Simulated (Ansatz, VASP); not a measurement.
Zr: VASP beside Ansatz

```
Zr
1.0
     2.79195    0.00000    0.00000
     0.00000    2.79195    0.00000
     0.00000    0.00000    2.79195
Zr
1
Direct
  0.00000 0.00000 0.00000
```

Alike in both runs: task single point; functional PBE; k mesh 18 × 18 × 18; occupations fermi-dirac, width 0.1 eV; no spin polarisation.

|  | VASP | Ansatz |
| --- | --- | --- |
| version | VASP 6.6.1 | Ansatz 0.2.0 |
| potentials or method | VASP PAW PBE potentials, release 64 (Zr_sv), cutoff 520 eV | plane waves (420 eV) with PAW, scalar-relativistic |
| valence electrons in the cell | 12 | 12 |

|  | VASP | Ansatz | Ansatz less VASP |
| --- | --- | --- | --- |
| pressure (GPa) | 11.3 | 11.2 | -0.12 |
